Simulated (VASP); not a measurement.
Wanted: the native input for a VASP 6.6.1 run.

- Task: single point
- Functional: PBE
- Potentials or basis: VASP PAW PBE potentials, release 64 (W_sv, C)
- Cutoff: 520 eV
- k mesh: 6 × 6 × 4
- Occupations: gaussian, width 0.1 eV
- Spin: no spin polarisation
- Dipole correction: no
- Further INCAR settings: ALGO = Normal; EDIFF = 1e-06; NBANDS = 16

The structure of WC lies in POSCAR:

```
WC
1.0
    2.9840492400      0.0000000000      0.0000000000
   -1.4920246200      2.5842624500      0.0000000000
    0.0000000000      0.0000000000      4.5374127200
W C
1 1
Direct
    0.0000000000      0.0000000000      0.6681185900
    0.0000000000      0.0000000000      0.2242368900
```

The cell was built from a structure type or drawn by symmetry, and may not be a known phase.

One way to write it, as run:

INCAR

```
SYSTEM = WC
PREC = Accurate ; ENCUT = 520
EDIFF = 1E-6 ; ISMEAR = 0
SIGMA = 0.1 ; LREAL = .False.
LASPH = .True. ; NELM = 60
ALGO = Normal ; ISIF = 2
LWAVE = .False. ; LCHARG = .False.
GGA = PE ; NBANDS = 16
```

KPOINTS

```
regular mesh
0
Gamma
  6 6 4
  0 0 0
```

Potentials or basis: VASP PAW PBE potentials, release 64 (W_sv, C).

Command:

```sh
$ cat potpaw_PBE.64/W_sv/POTCAR potpaw_PBE.64/C/POTCAR > POTCAR
$ mpirun -np 1 vasp_std > vasp.out
```

Results of the run:

```
Pressure               : -25.8 GPa
Largest force          : 0.467 eV/Å
Band gap on the k mesh : zero (bands 9 and 10 overlap by 1.30 eV)
```

Caveat: the k points lie up to 0.41 Å⁻¹ apart, too coarse for converged energies and pressures of a metal; spin-orbit coupling is left out, which moves the levels of the heavy elements.

It took 17 s on 1 thread of Intel Xeon 8259CL (shared host), peak memory 0.16 GiB.
